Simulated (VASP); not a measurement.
A run of VASP 6.6.1 is set up as follows.

File POSCAR:

```
AlN
1.0
    3.2213270127      0.0000000000      0.0000000000
   -1.6106635064      2.7897504470      0.0000000000
    0.0000000000      0.0000000000      4.0727769829
Al N
2 2
Direct
    0.3333333333      0.6666666667      0.7500000000
    0.6666666667      0.3333333333      0.2500000000
    0.3333333333      0.6666666667      0.2500000000
    0.6666666667      0.3333333333      0.7500000000
```

Contents of INCAR.step1:

```
SYSTEM = AlN
PREC     = Accurate       ! precision mode
ENCUT    = 520            ! plane-wave cutoff, eV
ISMEAR   = 0              ! smearing method
SIGMA    = 0.01           ! smearing width, eV
LREAL    = .FALSE.        ! projectors in reciprocal space
LASPH    = .TRUE.         ! aspherical terms in the spheres
NELM     = 80             ! most SCF steps
NBANDS   = 16             ! bands
GGA      = PE             ! functional
ALGO     = Normal         ! electronic algorithm
EDIFF    = 1E-4           ! SCF threshold, eV
LWAVE    = .TRUE.         ! write WAVECAR
LCHARG   = .FALSE.        ! write CHGCAR
```

The input INCAR.step2:

```
SYSTEM = AlN
PREC     = Accurate       ! precision mode
ENCUT    = 520            ! plane-wave cutoff, eV
EDIFF    = 1E-6           ! SCF threshold, eV
ISMEAR   = 0              ! smearing method
SIGMA    = 0.01           ! smearing width, eV
LREAL    = .FALSE.        ! projectors in reciprocal space
LASPH    = .TRUE.         ! aspherical terms in the spheres
NELM     = 80             ! most SCF steps
ALGO     = Normal         ! electronic algorithm
ISIF     = 2              ! what is computed and relaxed
LWAVE    = .FALSE.        ! write WAVECAR
LCHARG   = .FALSE.        ! write CHGCAR
METAGGA  = R2SCAN         ! meta-GGA
LMIXTAU  = .TRUE.       
NBANDS   = 16             ! bands
ISTART   = 1
```

The input KPOINTS:

```
regular mesh
0
G
  12 12 6
  0 0 0
```

Potentials or basis: VASP PAW PBE potentials, release 64 (Al, N).

Command:

```sh
$ cat potpaw_PBE.64/Al/POTCAR potpaw_PBE.64/N/POTCAR > POTCAR
$ cp INCAR.step1 INCAR
$ mpirun -np 1 vasp_std > vasp.out
$ cp INCAR.step2 INCAR
$ mpirun -np 1 vasp_std > vasp.out
```

Task: Predict the band gap on the k mesh.

Result: 4.51 eV, direct.

Task: What does it give for the pressure?

Result: 14.7 GPa.

Stress tensor (GPa, compression positive):
```
16.34  0.00  0.00
 0.00 16.34  0.00
 0.00  0.00 11.52
```

Caveat: the PAW data sets were made with another functional, which shifts forces and pressure a little. r2SCAN opens gaps a little over a GGA but as a rule still falls short of measured ones.
